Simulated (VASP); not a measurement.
Wanted: the native input for a VASP 6.6.1 run.

| Item | Value |
| --- | --- |
| Task | single point |
| Functional | r2SCAN |
| Potentials or basis | VASP PAW PBE potentials, release 64 (Ga_d, As) |
| Cutoff | 520 eV |
| k mesh | 11 × 11 × 11 |
| Occupations | fermi-dirac, width 0.08 eV |
| Spin | no spin polarisation |
| Dipole correction | no |
| Further INCAR settings | ALGO = Normal; EDIFF = 1e-06; NBANDS = 16 |

Crystal: GaAs (zincblende type).

```xyz
2
Lattice="0.0000 2.3212 2.3212 2.3212 0.0000 2.3212 2.3212 2.3212 0.0000" Properties=species:S:1:pos:R:3 pbc="T T T"
Ga    0.0000    0.0000    0.0000
As    1.1606    1.1606    1.1606
```

The input as run:

POSCAR

```
GaAs
1.0
    0.0000000000      2.3212092111      2.3212092111
    2.3212092111      0.0000000000      2.3212092111
    2.3212092111      2.3212092111      0.0000000000
Ga As
1 1
Direct
    0.0000000000      0.0000000000      0.0000000000
    0.2500000000      0.2500000000      0.2500000000
```

INCAR.step1

```
SYSTEM = GaAs
PREC = Accurate ; ENCUT = 520
ISMEAR = -1 ; SIGMA = 0.08
LREAL = .FALSE. ; LASPH = .TRUE.
NELM = 80 ; NBANDS = 16
GGA = PE ; ALGO = Normal
EDIFF = 1E-4 ; LWAVE = .TRUE.
LCHARG = .FALSE.
```

INCAR.step2

```
SYSTEM = GaAs
PREC = Accurate ; ENCUT = 520
EDIFF = 1E-6 ; ISMEAR = -1
SIGMA = 0.08 ; LREAL = .FALSE.
LASPH = .TRUE. ; NELM = 80
ALGO = Normal ; ISIF = 2
LWAVE = .FALSE. ; LCHARG = .FALSE.
METAGGA = R2SCAN ; LMIXTAU = .TRUE.
NBANDS = 16 ; ISTART = 1
```

KPOINTS

```
Automatic mesh
0
G
  11 11 11
  0 0 0
```

Potentials or basis: VASP PAW PBE potentials, release 64 (Ga_d, As).

Launch:

```bash
$ cat potpaw_PBE.64/Ga_d/POTCAR potpaw_PBE.64/As/POTCAR > POTCAR
$ cp INCAR.step1 INCAR
$ mpirun -np 1 vasp_std > vasp.out
$ cp INCAR.step2 INCAR
$ mpirun -np 1 vasp_std > vasp.out
```

It gave:

| Property | Result |
| --- | --- |
| Pressure | 161.5 GPa |
| Band gap on the k mesh | zero (bands 9 and 10 overlap by 0.06 eV) |

Caveat: the cell stands under pressure; semilocal functionals underestimate gaps, and a narrow one can read as zero; the PAW data sets were made with another functional, which shifts forces and pressure a little.

Run time: 100 s on 1 thread of Intel Xeon 8259CL (shared host), peak memory 0.16 GiB.
